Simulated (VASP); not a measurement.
# Ti3N3O in VASP: single point with PBE

Aim: the single point of Ti3N3O with PBE.

Program: VASP 6.6.1. These are calculated values, not measurements. Logs are shortened: lines on timing, memory, paths and dates and some standing lists are left out, and cuts for length are marked.

## (1) The cell of the first run

The cell holds a slab with vacuum, 7 atoms: a = 3.003 Å, b = 3.003 Å, c = 19.758 Å, α = 90.00°, β = 90.00°, γ = 90.00°.

## (2) Single point, PBE

The input, INCAR:

```
PREC = Accurate ; ENCUT = 520
EDIFF = 1E-6 ; ISMEAR = 0
SIGMA = 0.1 ; LREAL = False
LASPH = True ; NELM = 60
ALGO = Normal ; ISIF = 2
LWAVE = False ; LCHARG = True
LDIPOL = True ; IDIPOL = 3
DIPOL = 0.5 0.5 0.339 ; GGA = PE
LELF = True ; LVHAR = True
LVACPOTAV = True ; NBANDS = 38
```

The input, KPOINTS:

```
Automatic mesh
0
Gamma
  9 9 1
```

The input, POSCAR:

```
Ti3N3O
1.0
    3.0028555065      0.0000000000      0.0000000000
    0.0000000000      3.0028555065      0.0000000000
    0.0000000000      0.0000000000     19.7584945265
Ti N O
3 3 1
Direct
    0.5000000000      0.5000000000      0.2024445736
    0.0000000000      0.0000000000      0.3072496201
    0.4351821180      0.4351821180      0.4400030873
    0.0000000000      0.0000000000      0.2024445736
    0.5000000000      0.5000000000      0.3055678856
   -0.0578113844     -0.0578113844      0.4049226349
    0.2500000000      0.2500000000      0.5130174262
```

Potentials or basis: VASP PAW PBE potentials, release 64 (Ti_sv, N, O).

The run is started by

```bash
$ cat potpaw_PBE.64/Ti_sv/POTCAR potpaw_PBE.64/N/POTCAR potpaw_PBE.64/O/POTCAR > POTCAR
$ mpirun -np 1 vasp_std > vasp.out
```

OUTCAR:

```text
PREC = Accurate
   ENCUT = 520
   EDIFF = 1E-6
   ISMEAR = 0
   LREAL = False
   LASPH = True
   NELM = 60
   ISIF = 2
   GGA = PE

 ion  position               nearest neighbor table
   1  0.500  0.500  0.202-   5 2.04   4 2.12   4 2.12   4 2.12   4 2.12
   2  0.000  0.000  0.307-   6 1.95   4 2.07   5 2.12   5 2.12   5 2.12   5 2.12
   3  0.435  0.435  0.440-   7 1.64   6 2.21   6 2.23   6 2.23   6 2.26
   4  0.000  0.000  0.202-   2 2.07   1 2.12   1 2.12   1 2.12   1 2.12
   5  0.500  0.500  0.306-   1 2.04   2 2.12   2 2.12   2 2.12   2 2.12
   6  0.942  0.942  0.405-   2 1.95   3 2.21   3 2.23   3 2.23   3 2.26
   7  0.250  0.250  0.513-   3 1.64

  LATTYP: Found a simple tetragonal cell.
 ALAT       =     3.0028555065
 C/A-ratio  =     6.5799018580

  Lattice vectors:

 A1 = (   3.0028555065,   0.0000000000,   0.0000000000)
 A2 = (   0.0000000000,   3.0028555065,   0.0000000000)
 A3 = (   0.0000000000,   0.0000000000,  19.7584945265)

Analysis of symmetry for initial positions (statically):
=====================================================================
 Subroutine PRICEL returns:
 Original cell was already a primitive cell.

 Routine SETGRP: Setting up the symmetry group for a
 simple tetragonal supercell.

 Subroutine GETGRP returns: Found  2 space group operations
 (whereof  2 operations were pure point group operations)
 out of a pool of 16 trial point group operations.

The static configuration has the point symmetry C_1h.

Analysis of symmetry for dynamics (positions and initial velocities):
=====================================================================
 Subroutine PRICEL returns:
 Original cell was already a primitive cell.

 Routine SETGRP: Setting up the symmetry group for a
 simple tetragonal supercell.

 Subroutine GETGRP returns: Found  2 space group operations
 (whereof  2 operations were pure point group operations)
 out of a pool of 16 trial point group operations.

The dynamic configuration has the point symmetry C_1h.

 Subroutine INISYM returns: Found  2 space group operations
 (whereof  2 operations are pure point group operations),
 and found     1 'primitive' translations

----------------------------------------------------------------------------------------

                                     Primitive cell

  volume of cell :     178.1651

  direct lattice vectors                    reciprocal lattice vectors
     3.002855506  0.000000000  0.000000000     0.333016357  0.000000000  0.000000000
     0.000000000  3.002855506  0.000000000     0.000000000  0.333016357  0.000000000
     0.000000000  0.000000000 19.758494527     0.000000000  0.000000000  0.050611143

  length of vectors
     3.002855506  3.002855506 19.758494527     0.333016357  0.333016357  0.050611143

  position of ions in fractional coordinates (direct lattice)
     0.500000000  0.500000000  0.202444574
     0.000000000  0.000000000  0.307249620
     0.435182118  0.435182118  0.440003087
     0.000000000  0.000000000  0.202444574
     0.500000000  0.500000000  0.305567886
     0.942188616  0.942188616  0.404922635
     0.250000000  0.250000000  0.513017426

  ion indices of the primitive-cell ions
   primitive index   ion index
                 1           1
                 2           2
                 3           3
                 4           4
                 5           5
                 6           6
                 7           7

----------------------------------------------------------------------------------------

 KPOINTS: Automatic mesh

Automatic generation of k-mesh.
 Grid dimensions read from file:
 generate k-points for:    9    9    1

 Generating k-lattice:

  Cartesian coordinates                     Fractional coordinates (reciprocal lattice)
     0.037001817  0.000000000  0.000000000     0.111111111  0.000000000  0.000000000
     0.000000000  0.037001817  0.000000000     0.000000000  0.111111111  0.000000000
     0.000000000  0.000000000  0.050611143     0.000000000  0.000000000  1.000000000

  Length of vectors
     0.037001817  0.037001817  0.050611143

  Shift w.r.t. Gamma in fractional coordinates (k-lattice)
     0.000000000  0.000000000  0.000000000

 Subroutine IBZKPT returns following result:
 ===========================================

 Found     25 irreducible k-points:

 Following reciprocal coordinates:
            Coordinates               Weight
  0.000000  0.000000  0.000000      1.000000
  0.111111  0.000000  0.000000      4.000000
  0.222222  0.000000  0.000000      4.000000
  0.333333  0.000000  0.000000      4.000000
  0.444444  0.000000  0.000000      4.000000
  0.111111  0.111111  0.000000      2.000000
[... 16 lines left out ...]
 -0.333333  0.444444  0.000000      4.000000
  0.444444  0.444444  0.000000      2.000000
   k-points           NKPTS =     25   k-points in BZ     NKDIM =     25   number of bands    NBANDS=     38
   number of dos      NEDOS =    301   number of ions     NIONS =      7
   total plane-waves  NPLWV =  86400
   dimension x,y,z NGX =    24 NGY =   24 NGZ =  150
   dimension x,y,z NGXF=    48 NGYF=   48 NGZF=  300
   ions per type =               3   3   1
   NGX,Y,Z   is equivalent  to a cutoff of  13.29, 13.29, 12.62 a.u.
   NGXF,Y,Z  is equivalent  to a cutoff of  26.57, 26.57, 25.24 a.u.
 SYSTEM =  unknown system
   PREC   = accura    normal or accurate (medium, high low for compatibility)
   ISTART =      0    job   : 0-new  1-cont  2-samecut
   ICHARG =      2    charge: 1-file 2-atom 10-const
   ISPIN  =      1    spin polarized calculation?
   LNONCOLLINEAR =      F non collinear calculations
   LSORBIT =      F    spin-orbit coupling
   LASPH  =      T    aspherical Exc in radial PAW
   ENCUT  =  520.0 eV  38.22 Ry    6.18 a.u.   5.58  5.58 36.74*2*pi/ulx,y,z
   NELM   =     60;   NELMIN=  2; NELMDL= -5     # of ELM steps
   EDIFF  = 0.1E-05   stopping-criterion for ELM
   LREAL  =      F    real-space projection
   EDIFFG = 0.1E-04   stopping-criterion for IOM
   NSW    =      0    number of steps for IOM
   IBRION =     -1    ionic relax: 0-MD 1-quasi-New 2-CG
   NFREE  =      0    steps in history (QN), initial steepest desc. (CG)
   ISIF   =      2    stress and relaxation
   ISYM   =      2    0-nonsym 1-usesym 2-fastsym
   POTIM  = 0.5000    time-step for ionic-motion
   TEBEG  =    0.0;   TEEND  =   0.0 temperature during run
   PSTRESS=    0.0 pullay stress
   NELECT =      57.0000    total number of electrons
   NUPDOWN=      -1.0000    fix difference up-down
   EMIN   =  10.00;   EMAX   =-10.00  energy-range for DOS
   EFERMI =   0.00;   METHOD = LEGACY
   ISMEAR =     0;   SIGMA  =   0.10  broadening in eV -4-tet -1-fermi 0-gaus
   EFERMI_NEDOS =   21; number of points for ismear=-14 and -15
   IALGO  =     38    algorithm
   IMIX   =      4    mixing-type and parameters
     AMIX     =   0.40;   BMIX     =  1.00
     AMIX_MAG =   1.60;   BMIX_MAG =  1.00
  volume/ion in A,a.u.               =      25.45       171.76
  Fermi-wavevector in a.u.,A,eV,Ry     =   1.119676  2.115880 17.057262  1.253673
  Thomas-Fermi vector in A             =   2.256316
   LORBIT       =      0    0 simple, 1 ext, 2 COOP (PROOUT), +10 PAW based schemes
   GGA     = PE    functional components
   LHFCALC =     F    Hartree Fock is set to
   AEXX    =    0.0000 exact exchange contribution
   IVDW    =     0    specifies the selected vdW correction
   LEPSILON=     F    determine dielectric tensor
   LRPA    =     F    only Hartree local field effects (RPA)
 non-spin polarized calculation
 Gauss-broadening in eV      SIGMA  =   0.10
  energy-cutoff  :      520.00
  volume of cell :      178.17
 maximum number of plane-waves:      4826
   NGX = 11   NGY = 11   NGZ = 73

 dipolmoment           0.000000      0.000000     -0.062923 electrons x Angstroem

 number of electron      56.9999991 magnetization

 dipolmoment           0.000000      0.000000      0.308400 electrons x Angstroem

 Free energy of the ion-electron system (eV)
  ---------------------------------------------------
  ext. energy  EPLUGINS =         0.00000000
  ---------------------------------------------------
  free energy    TOTEN  =       -63.60097771 eV

  energy without entropy =      -63.59147566  energy(sigma->0) =      -63.59622669

 E-fermi :  -0.0392     XC(G=0):  -5.7116

 val. band max:       -0.1002458377   @ k =  -0.3333   0.3333   0.0000
 cond. band min:       0.0175167838   @ k =   0.3333   0.2222   0.0000
 fundamental gap:      0.1177626215
 Fermi energy:        -0.0392200011

 k-point     1 :       0.0000    0.0000    0.0000
  band No.  band energies     occupation
      1     -57.8911      2.00000
      2     -57.5023      2.00000
      3     -56.4546      2.00000
      4     -34.2953      2.00000
      5     -33.9997      2.00000
      6     -33.9856      2.00000
[... 30 lines left out ...]
     37       2.4200      0.00000
     38       2.5619      0.00000

 k-point     2 :       0.1111    0.0000    0.0000
  band No.  band energies     occupation
      1     -57.8871      2.00000
      2     -57.4991      2.00000
      3     -56.4512      2.00000
      4     -34.2924      2.00000
      5     -34.0410      2.00000
      6     -33.9855      2.00000
[... 30 lines left out ...]
     37       2.4725      0.00000
     38       2.5668      0.00000

 k-point     3 :       0.2222    0.0000    0.0000
  band No.  band energies     occupation
      1     -57.8768      2.00000
      2     -57.4908      2.00000
      3     -56.4426      2.00000
      4     -34.2885      2.00000
      5     -34.1505      2.00000
      6     -33.9702      2.00000
[... 30 lines left out ...]
     37       3.1821      0.00000
[... 781 lines left out ...]
 k-point    23 :      -0.3333    0.4444    0.0000
  band No.  band energies     occupation
      1     -57.8349      2.00000
      2     -57.4525      2.00000
      3     -56.4054      2.00000
      4     -34.2754      2.00000
      5     -34.2355      2.00000
      6     -34.1783      2.00000
[... 30 lines left out ...]
     37       3.5800      0.00000
     38       3.8756      0.00000

 k-point    24 :       0.4444    0.4444    0.0000
  band No.  band energies     occupation
      1     -57.8282      2.00000
      2     -57.4459      2.00000
      3     -56.3992      2.00000
      4     -34.2674      2.00000
      5     -34.2495      2.00000
      6     -34.1991      2.00000
[... 30 lines left out ...]
     37       3.5798      0.00000
     38       3.5981      0.00000

 [... further k-points ...]

------------------------ aborting loop because EDIFF is reached ----------------------------------------

  FORCE on cell =-STRESS in cart. coord.  units (eV):
  Direction    XX          YY          ZZ          XY          YZ          ZX
  --------------------------------------------------------------------------------------
  -------------------------------------------------------------------------------------
  Total       -4.1469853     -4.1469853      2.3058466      1.3876041      1.2554768      1.2554857
  in kB      -37.2924021    -37.2924021     20.7356794     12.4782434     11.2900683     11.2901476
  external PRESSURE =     -17.9497082 kB  Pullay stress =       0.0000000 kB

 VOLUME and BASIS-vectors are now :
 -----------------------------------------------------------------------------
  energy-cutoff  :      520.00
  volume of cell :      178.17
      direct lattice vectors                 reciprocal lattice vectors
     3.002855506  0.000000000  0.000000000     0.333016357  0.000000000  0.000000000
     0.000000000  3.002855506  0.000000000     0.000000000  0.333016357  0.000000000
     0.000000000  0.000000000 19.758494527     0.000000000  0.000000000  0.050611143

 POSITION                                       TOTAL-FORCE (eV/Angst)
 -----------------------------------------------------------------------------------
      1.50143      1.50143      4.00000         0.021537      0.021537      0.869082
      0.00000      0.00000      6.07079        -0.073070     -0.073070      2.366095
      1.30679      1.30679      8.69380         0.118758      0.118758     -0.305087
      0.00000      0.00000      4.00000        -0.060749     -0.060749     -1.721263
      1.50143      1.50143      6.03756        -0.213182     -0.213182     -1.548261
      2.82926      2.82926      8.00066        -0.006636     -0.006636      0.031198
      0.75071      0.75071     10.13645         0.213341      0.213341      0.308236
 -----------------------------------------------------------------------------------
    total drift:                                0.000067      0.000067      0.000767

  FREE ENERGIE OF THE ION-ELECTRON SYSTEM (eV)
  ---------------------------------------------------
  free  energy   TOTEN  =       -63.6009777139 eV

  energy  without entropy=      -63.5914756562  energy(sigma->0) =      -63.59622669

 vacuum level on the upper side and lower side of the slab         8.711         2.521
```

It took 5.9 min on 1 thread of Intel Xeon 6975P-C, shared host; peak memory 0.36 GiB.

What came out:

* Free energy: -63.6010 eV
* Largest force: 2.368 eV/Å

Forces in eV/Å, atoms in the order of the input:
```
Ti   0.022  0.022  0.869
Ti  -0.073 -0.073  2.366
Ti   0.119  0.119 -0.305
N   -0.061 -0.061 -1.721
N   -0.213 -0.213 -1.548
N   -0.007 -0.007  0.031
O    0.213  0.213  0.308
```

Caveat: an odd number of electrons without spin polarisation forces a metal; a magnetic or distorted state may lie lower.
